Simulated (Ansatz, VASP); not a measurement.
## Two plane-wave programs on Rh

```xyz
1
Lattice="0.0000 1.9000 1.9000 1.9000 0.0000 1.9000 1.9000 1.9000 0.0000" Properties=species:S:1:pos:R:3 pbc="T T T"
Rh    0.0000    0.0000    0.0000
```

Alike in both runs: functional r2SCAN; k mesh 24 × 24 × 24; occupations fermi-dirac, width 0.05 eV; no spin polarisation.

Ansatz relaxed the structure, and its values are those at the end. VASP's run is a single point on that final structure, the one shown.

```csv
,VASP,Ansatz
version,VASP 6.6.1,Ansatz 0.2.0
potentials or method,"VASP PAW PBE potentials, release 64 (Rh_pv)","PAW with Ansatz's default frozen-core files, scalar-relativistic"
plane-wave cutoff (eV),520,500
valence electrons in the cell,15,17
```

Ansatz gave:

* pressure (GPa): 0.0

**Question.** Estimate VASP's values.

**Answer.** Pressure (GPa): 1.2.

VASP's potentials were made for PBE, not for r2SCAN. VASP's potentials hold 15 valence electrons a cell and Ansatz's 17, so a difference there can come from the potentials and not from the codes.
